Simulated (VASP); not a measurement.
Input of a VASP 6.6.1 run:

File INCAR:

```
  ALGO = Normal
  EDIFF = 1E-6
  ENCUT = 520
  GGA = PE
  ISIF = 2
  ISMEAR = 0
  ISPIN = 2
  LASPH = True
  LCHARG = True
  LELF = True
  LORBIT = 11
  LREAL = False
  LVHAR = True
  LWAVE = False
  MAGMOM = 0 0 1 1
  NBANDS = 30
  NELM = 150
  PREC = Accurate
  SIGMA = 0.1
```

The input KPOINTS:

```
k-points
0
Gamma
  6 6 6
```

File POSCAR:

```
GaN
1.0
    1.6949948600     -4.8248743200      0.0000000000
    1.6949948600      4.8248743200      0.0000000000
    0.0000000000      0.0000000000      3.5006937100
Ga N
2 2
Direct
    0.6317607200      0.3682392800      0.7500000000
    0.3682392800      0.6317607200      0.2500000000
    0.8612899700      0.1387100300      0.7500000000
    0.1387100300      0.8612899700      0.2500000000
```

Potentials or basis: VASP PAW PBE potentials, release 64 (Ga_d, N).

Run with:

```sh
$ cat potpaw_PBE.64/Ga_d/POTCAR potpaw_PBE.64/N/POTCAR > POTCAR
$ mpirun -np 1 vasp_std > vasp.out
```

**Question.** Estimate the largest force.

**Answer.** 1.705 eV/Å.

**Question.** Predict the net moment.

**Answer.** 0.00 μB per cell.

**Question.** What does it give for the band gap on the k mesh?

**Answer.** Zero (filled and empty bands overlap).

**Question.** Predict the pressure.

**Answer.** -25.7 GPa.

Forces in eV/Å, atoms in the order of the input:
```
Ga   0.000 -1.705  0.000
Ga   0.000  1.705  0.000
N    0.000  0.794  0.000
N    0.000 -0.794  0.000
```

Caveat: forces of over 1 eV/Å act on the atoms, so gaps and moduli don't describe the material at rest.
